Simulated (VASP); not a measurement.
Here is a VASP 6.6.1 calculation.

File INCAR:

```
SYSTEM = HOs
ALGO     = Normal         ! electronic algorithm
EDIFF    = 1E-7           ! SCF threshold, eV
ENCUT    = 520            ! plane-wave cutoff, eV
GGA      = PE             ! functional
ISIF     = 2              ! what is computed and relaxed
ISMEAR   = 0              ! smearing method
LASPH    = .True.         ! aspherical terms in the spheres
LCHARG   = .False.        ! write CHGCAR
LREAL    = .False.        ! projectors in reciprocal space
LWAVE    = .False.        ! write WAVECAR
NBANDS   = 12             ! bands
NELM     = 100            ! most SCF steps
PREC     = Accurate       ! precision mode
SIGMA    = 0.1            ! smearing width, eV
```

Contents of KPOINTS:

```
k-points
0
Gamma
  6 6 6
  0 0 0
```

POSCAR

```
HOs
1.0
    2.6944084042      0.0000000000      0.0000000000
   -1.3472042021      2.3334261262      0.0000000000
    0.0000000000      0.0000000000      2.8533180786
H Os
1 1
Direct
    0.0000000000      0.0000000000      0.0000000000
    0.6666666667      0.3333333333      0.5000000000
```

Potentials or basis: VASP PAW PBE potentials, release 64 (H, Os).

The run is started by

```bash
$ cat potpaw_PBE.64/H/POTCAR potpaw_PBE.64/Os/POTCAR > POTCAR
$ mpirun -np 1 vasp_std > vasp.out
```

Problem. What does it give for the pressure?

Solution. 0.1 GPa.

Stress tensor (GPa, compression positive):
```
0.08 0.00 0.00
0.00 0.08 0.00
0.00 0.00 0.23
```

Caveat: the k points lie up to 0.45 Å⁻¹ apart.
